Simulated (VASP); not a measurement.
# Te5Mo (P4/mmm) in VASP: single point with PBE

Aim: the single point of Te5Mo with PBE.

Program: VASP 6.6.1. These are calculated values, not measurements. Logs are shortened: lines on timing, memory, paths and dates and some standing lists are left out, and cuts for length are marked.

### Step 1. The cell of the first run

The structure is tetragonal, space group P4/mmm (No. 123). The conventional cell has a = 8.262 Å, b = 8.262 Å, c = 3.142 Å, α = 90.00°, β = 90.00°, γ = 90.00°. Te (site symmetry m2m) has 2 Mo at 2.82 Å and 5 Te at 3.14 to 3.58 Å within 3.7 Å. Te (site symmetry 4/mmm) has 2 Te at 3.14 Å within 4.1 Å. Within 3.7 Å of Mo (site symmetry 4/mmm) lie 8 Te at 2.82 Å and 2 Mo at 3.14 Å.

### Step 2. Single point, PBE

INCAR reads:

```
PREC = Accurate ; ENCUT = 520
EDIFF = 1E-6 ; ISMEAR = 0
SIGMA = 0.1 ; LREAL = False
LASPH = True ; NELM = 80
ALGO = Normal ; ISIF = 2
LWAVE = False ; LCHARG = False
GGA = PE ; NBANDS = 31
```

KPOINTS reads:

```
regular mesh
0
Gamma
  6 6 12
```

POSCAR reads:

```
Te5Mo
1.0
    8.2617584870      0.0000000000      0.0000000000
    0.0000000000      8.2617584870      0.0000000000
    0.0000000000      0.0000000000      3.1420349163
Te Mo
5 1
Direct
    0.2830448760      0.0000000000      0.5000000000
    0.7169551240      0.0000000000      0.5000000000
    0.0000000000      0.2830448760      0.5000000000
    0.0000000000      0.7169551240      0.5000000000
    0.5000000000      0.5000000000      0.5000000000
    0.0000000000      0.0000000000      0.0000000000
```

Potentials or basis: VASP PAW PBE potentials, release 64 (Te, Mo_sv).

Command:

```console
> cat potpaw_PBE.64/Te/POTCAR potpaw_PBE.64/Mo_sv/POTCAR > POTCAR
> mpirun -np 1 vasp_std > vasp.out
```

OUTCAR:

```text
PREC = Accurate
   ENCUT = 520
   EDIFF = 1E-6
   ISMEAR = 0
   LREAL = False
   LASPH = True
   NELM = 80
   ISIF = 2
   GGA = PE

 ion  position               nearest neighbor table
   1  0.283  0.000  0.500-   6 2.82   6 2.82   3 3.31   4 3.31   2 3.58
   2  0.717  0.000  0.500-   6 2.82   6 2.82   3 3.31   4 3.31   1 3.58
   3  0.000  0.283  0.500-   6 2.82   6 2.82   1 3.31   2 3.31   4 3.58
   4  0.000  0.717  0.500-   6 2.82   6 2.82   1 3.31   2 3.31   3 3.58
   5  0.500  0.500  0.500-
   6  0.000  0.000  0.000-   1 2.82   2 2.82   3 2.82   4 2.82   1 2.82   2 2.82   3 2.82   4 2.82

  LATTYP: Found a simple tetragonal cell.
 ALAT       =     8.2617584870
 C/A-ratio  =     0.3803106713

  Lattice vectors:

 A1 = (   8.2617584870,   0.0000000000,   0.0000000000)
 A2 = (   0.0000000000,   8.2617584870,   0.0000000000)
 A3 = (   0.0000000000,   0.0000000000,   3.1420349163)

Analysis of symmetry for initial positions (statically):
=====================================================================
 Subroutine PRICEL returns:
 Original cell was already a primitive cell.

 Routine SETGRP: Setting up the symmetry group for a
 simple tetragonal supercell.

 Subroutine GETGRP returns: Found 16 space group operations
 (whereof 16 operations were pure point group operations)
 out of a pool of 16 trial point group operations.

The static configuration has the point symmetry D_4h.

Analysis of symmetry for dynamics (positions and initial velocities):
=====================================================================
 Subroutine PRICEL returns:
 Original cell was already a primitive cell.

 Routine SETGRP: Setting up the symmetry group for a
 simple tetragonal supercell.

 Subroutine GETGRP returns: Found 16 space group operations
 (whereof 16 operations were pure point group operations)
 out of a pool of 16 trial point group operations.

The dynamic configuration has the point symmetry D_4h.

 Subroutine INISYM returns: Found 16 space group operations
 (whereof 16 operations are pure point group operations),
 and found     1 'primitive' translations

----------------------------------------------------------------------------------------

                                     Primitive cell

  volume of cell :     214.4648

  direct lattice vectors                    reciprocal lattice vectors
     8.261758487  0.000000000  0.000000000     0.121039607  0.000000000  0.000000000
     0.000000000  8.261758487  0.000000000     0.000000000  0.121039607  0.000000000
     0.000000000  0.000000000  3.142034916     0.000000000  0.000000000  0.318265082

  length of vectors
     8.261758487  8.261758487  3.142034916     0.121039607  0.121039607  0.318265082

  position of ions in fractional coordinates (direct lattice)
     0.283044876  0.000000000  0.500000000
     0.716955124  0.000000000  0.500000000
     0.000000000  0.283044876  0.500000000
     0.000000000  0.716955124  0.500000000
     0.500000000  0.500000000  0.500000000
     0.000000000  0.000000000  0.000000000

  ion indices of the primitive-cell ions
   primitive index   ion index
                 1           1
                 2           2
                 3           3
                 4           4
                 5           5
                 6           6

----------------------------------------------------------------------------------------

 KPOINTS: regular mesh

Automatic generation of k-mesh.
 Grid dimensions read from file:
 generate k-points for:    6    6   12

 Generating k-lattice:

  Cartesian coordinates                     Fractional coordinates (reciprocal lattice)
     0.020173268  0.000000000  0.000000000     0.166666667  0.000000000  0.000000000
     0.000000000  0.020173268  0.000000000     0.000000000  0.166666667  0.000000000
     0.000000000  0.000000000  0.026522090     0.000000000  0.000000000  0.083333333

  Length of vectors
     0.020173268  0.020173268  0.026522090

  Shift w.r.t. Gamma in fractional coordinates (k-lattice)
     0.000000000  0.000000000  0.000000000

 Subroutine IBZKPT returns following result:
 ===========================================

 Found     70 irreducible k-points:

 Following reciprocal coordinates:
            Coordinates               Weight
  0.000000  0.000000  0.000000      1.000000
  0.166667  0.000000  0.000000      4.000000
  0.333333  0.000000  0.000000      4.000000
  0.500000  0.000000  0.000000      2.000000
  0.166667  0.166667  0.000000      4.000000
  0.333333  0.166667  0.000000      8.000000
[... 16 lines left out ...]
  0.333333  0.000000  0.166667      8.000000
  0.500000  0.000000  0.166667      4.000000
 [... further k-points ...]
   k-points           NKPTS =     70   k-points in BZ     NKDIM =     70   number of bands    NBANDS=     31
   number of dos      NEDOS =    301   number of ions     NIONS =      6
   total plane-waves  NPLWV =  98304
   dimension x,y,z NGX =    64 NGY =   64 NGZ =   24
   dimension x,y,z NGXF=   128 NGYF=  128 NGZF=   48
   ions per type =               5   1
   NGX,Y,Z   is equivalent  to a cutoff of  12.88, 12.88, 12.70 a.u.
   NGXF,Y,Z  is equivalent  to a cutoff of  25.76, 25.76, 25.40 a.u.
 SYSTEM =  unknown system
   PREC   = accura    normal or accurate (medium, high low for compatibility)
   ISTART =      0    job   : 0-new  1-cont  2-samecut
   ICHARG =      2    charge: 1-file 2-atom 10-const
   ISPIN  =      1    spin polarized calculation?
   LNONCOLLINEAR =      F non collinear calculations
   LSORBIT =      F    spin-orbit coupling
   LASPH  =      T    aspherical Exc in radial PAW
   ENCUT  =  520.0 eV  38.22 Ry    6.18 a.u.  15.36 15.36  5.84*2*pi/ulx,y,z
   NELM   =     80;   NELMIN=  2; NELMDL= -5     # of ELM steps
   EDIFF  = 0.1E-05   stopping-criterion for ELM
   LREAL  =      F    real-space projection
   EDIFFG = 0.1E-04   stopping-criterion for IOM
   NSW    =      0    number of steps for IOM
   IBRION =     -1    ionic relax: 0-MD 1-quasi-New 2-CG
   NFREE  =      0    steps in history (QN), initial steepest desc. (CG)
   ISIF   =      2    stress and relaxation
   ISYM   =      2    0-nonsym 1-usesym 2-fastsym
   POTIM  = 0.5000    time-step for ionic-motion
   TEBEG  =    0.0;   TEEND  =   0.0 temperature during run
   PSTRESS=    0.0 pullay stress
   NELECT =      44.0000    total number of electrons
   NUPDOWN=      -1.0000    fix difference up-down
   EMIN   =  10.00;   EMAX   =-10.00  energy-range for DOS
   EFERMI =   0.00;   METHOD = LEGACY
   ISMEAR =     0;   SIGMA  =   0.10  broadening in eV -4-tet -1-fermi 0-gaus
   EFERMI_NEDOS =   21; number of points for ismear=-14 and -15
   IALGO  =     38    algorithm
   IMIX   =      4    mixing-type and parameters
     AMIX     =   0.40;   BMIX     =  1.00
     AMIX_MAG =   1.60;   BMIX_MAG =  1.00
  volume/ion in A,a.u.               =      35.74       241.21
  Fermi-wavevector in a.u.,A,eV,Ry     =   0.965548  1.824621 12.684471  0.932282
  Thomas-Fermi vector in A             =   2.095274
   LORBIT       =      0    0 simple, 1 ext, 2 COOP (PROOUT), +10 PAW based schemes
   GGA     = PE    functional components
   LHFCALC =     F    Hartree Fock is set to
   AEXX    =    0.0000 exact exchange contribution
   IVDW    =     0    specifies the selected vdW correction
   LEPSILON=     F    determine dielectric tensor
   LRPA    =     F    only Hartree local field effects (RPA)
 non-spin polarized calculation
 Gauss-broadening in eV      SIGMA  =   0.10
  energy-cutoff  :      520.00
  volume of cell :      214.46
 maximum number of plane-waves:      5823
 NGX is ok and might be reduce to    64
   NGX = 31   NGY = 31   NGZ = 11

 number of electron      43.9999994 magnetization

 Free energy of the ion-electron system (eV)
  ---------------------------------------------------
  ext. energy  EPLUGINS =         0.00000000
  ---------------------------------------------------
  free energy    TOTEN  =       -24.75265621 eV

  energy without entropy =      -24.72739895  energy(sigma->0) =      -24.74002758

 E-fermi :   4.6103     XC(G=0):  -8.6259

 val. band max:        4.5916345070   @ k =   0.1667   0.0000   0.1667
 cond. band min:       4.6145391759   @ k =   0.1667   0.0000   0.2500
 fundamental gap:      0.0229046690
 Fermi energy:         4.6103231345

 k-point     1 :       0.0000    0.0000    0.0000
  band No.  band energies     occupation
      1     -56.4953      2.00000
      2     -30.6339      2.00000
      3     -30.6339      2.00000
      4     -30.4704      2.00000
      5      -8.5181      2.00000
      6      -7.1639      2.00000
[... 23 lines left out ...]
     30       8.9555      0.00000
     31       9.6228      0.00000

 k-point     2 :       0.1667    0.0000    0.0000
  band No.  band energies     occupation
      1     -56.4953      2.00000
      2     -30.6339      2.00000
      3     -30.6339      2.00000
      4     -30.4704      2.00000
      5      -8.4966      2.00000
      6      -7.2861      2.00000
[... 23 lines left out ...]
     30       8.9556      0.00000
     31       9.8098      0.00000

 k-point     3 :       0.3333    0.0000    0.0000
  band No.  band energies     occupation
      1     -56.4953      2.00000
      2     -30.6339      2.00000
      3     -30.6339      2.00000
      4     -30.4704      2.00000
      5      -8.4485      2.00000
      6      -7.4447      2.00000
[... 23 lines left out ...]
     30       9.2760      0.00000
     31       9.8177      0.00000

 k-point     4 :       0.5000    0.0000    0.0000
  band No.  band energies     occupation
      1     -56.4952      2.00000
      2     -30.6339      2.00000
      3     -30.6339      2.00000
      4     -30.4704      2.00000
      5      -8.4211      2.00000
      6      -7.5134      2.00000
[... 23 lines left out ...]
     30       9.6485      0.00000
     31       9.9708      0.00000

 k-point     5 :       0.1667    0.1667    0.0000
  band No.  band energies     occupation
      1     -56.4953      2.00000
      2     -30.6339      2.00000
      3     -30.6339      2.00000
      4     -30.4704      2.00000
      5      -8.4745      2.00000
      6      -7.3119      2.00000
[... 23 lines left out ...]
     30       8.9282      0.00000
     31      10.0192      0.00000
[... 542 lines left out ...]
     30       8.9864      0.00000
     31       9.9735      0.00000

 k-point    22 :       0.1667    0.0000    0.1667
  band No.  band energies     occupation
      1     -56.4898      2.00000
      2     -30.6249      2.00000
      3     -30.6249      2.00000
      4     -30.5406      2.00000
      5      -8.1089      2.00000
      6      -6.9779      2.00000
[... 23 lines left out ...]
     30       9.1584      0.00000
     31      10.1899      0.00000

 k-point    23 :       0.3333    0.0000    0.1667
  band No.  band energies     occupation
      1     -56.4898      2.00000
      2     -30.6249      2.00000
      3     -30.6249      2.00000
      4     -30.5406      2.00000
      5      -8.0601      2.00000
      6      -7.1353      2.00000
[... 23 lines left out ...]
     30       9.6459      0.00000
     31      10.2144      0.00000

 k-point    24 :       0.5000    0.0000    0.1667
  band No.  band energies     occupation
      1     -56.4898      2.00000
      2     -30.6249      2.00000
      3     -30.6249      2.00000
      4     -30.5406      2.00000
      5      -8.0318      2.00000
      6      -7.2047      2.00000
[... 23 lines left out ...]
     30      10.0731      0.00000
     31      10.3111      0.00000

 [... further k-points ...]
[... 5 lines left out ...]
  --------------------------------------------------------------------------------------
  -------------------------------------------------------------------------------------
  Total        0.0527224      0.0527224     -0.0388035      0.0000000      0.0000000      0.0000000
  in kB        0.3938670      0.3938670     -0.2898852      0.0000000      0.0000000      0.0000000
  external PRESSURE =       0.1659496 kB  Pullay stress =       0.0000000 kB

 VOLUME and BASIS-vectors are now :
 -----------------------------------------------------------------------------
  energy-cutoff  :      520.00
  volume of cell :      214.46
      direct lattice vectors                 reciprocal lattice vectors
     8.261758487  0.000000000  0.000000000     0.121039607  0.000000000  0.000000000
     0.000000000  8.261758487  0.000000000     0.000000000  0.121039607  0.000000000
     0.000000000  0.000000000  3.142034916     0.000000000  0.000000000  0.318265082

 POSITION                                       TOTAL-FORCE (eV/Angst)
 -----------------------------------------------------------------------------------
      2.33845      0.00000      1.57102         0.006699      0.000000      0.000000
      5.92331      0.00000      1.57102        -0.006699      0.000000     -0.000000
      0.00000      2.33845      1.57102         0.000000      0.006699     -0.000000
      0.00000      5.92331      1.57102        -0.000000     -0.006699      0.000000
      4.13088      4.13088      1.57102         0.000000      0.000000      0.000000
      0.00000      0.00000      0.00000         0.000000      0.000000      0.000000
 -----------------------------------------------------------------------------------
    total drift:                               -0.000000      0.000000     -0.000000

  FREE ENERGIE OF THE ION-ELECTRON SYSTEM (eV)
  ---------------------------------------------------
  free  energy   TOTEN  =       -24.7526562124 eV

  energy  without entropy=      -24.7273989470  energy(sigma->0) =      -24.74002758
```

It took 13 min on 1 thread of AMD EPYC 7R43 (Zen 3), shared host; peak memory 0.52 GiB.

What came out:

| Item | Value |
| --- | --- |
| Free energy | -24.7527 eV |
| Pressure | 0.0 GPa |
| Largest force | 0.007 eV/Å |
| Band gap on the k mesh | zero (band 22 reaches 5.14 eV, above the bottom of band 23 at 4.18 eV) |

Forces in eV/Å, atoms in the order of the input:
```
Te   0.007  0.000  0.000
Te  -0.007  0.000  0.000
Te   0.000  0.007  0.000
Te   0.000 -0.007  0.000
Te   0.000  0.000  0.000
Mo   0.000  0.000  0.000
```

Levels at points of the mesh, in eV from the Fermi level:
```csv
k point,band 19,band 20,band 21,band 22,band 23,band 24,band 25,band 26
"(0.00, 0.00, 0.00)",-0.75,-0.39,-0.39,0.10,0.46,2.00,2.31,3.19
"(0.50, 0.00, 0.00)",-0.77,-0.75,-0.67,-0.21,0.58,2.10,2.92,3.37
"(0.50, 0.50, 0.00)",-0.86,-0.80,-0.77,-0.77,0.14,2.22,3.52,3.97
"(0.00, 0.00, 0.50)",-0.96,-0.76,-0.76,-0.37,0.38,0.71,0.71,1.04
"(0.50, 0.00, 0.50)",-0.97,-0.36,0.03,0.20,0.25,0.54,0.88,1.42
"(0.50, 0.50, 0.50)",-0.97,-0.27,-0.27,0.53,0.53,0.95,0.98,1.58
```

Caveat: spin-orbit coupling is left out, which moves the levels of the heavy elements.
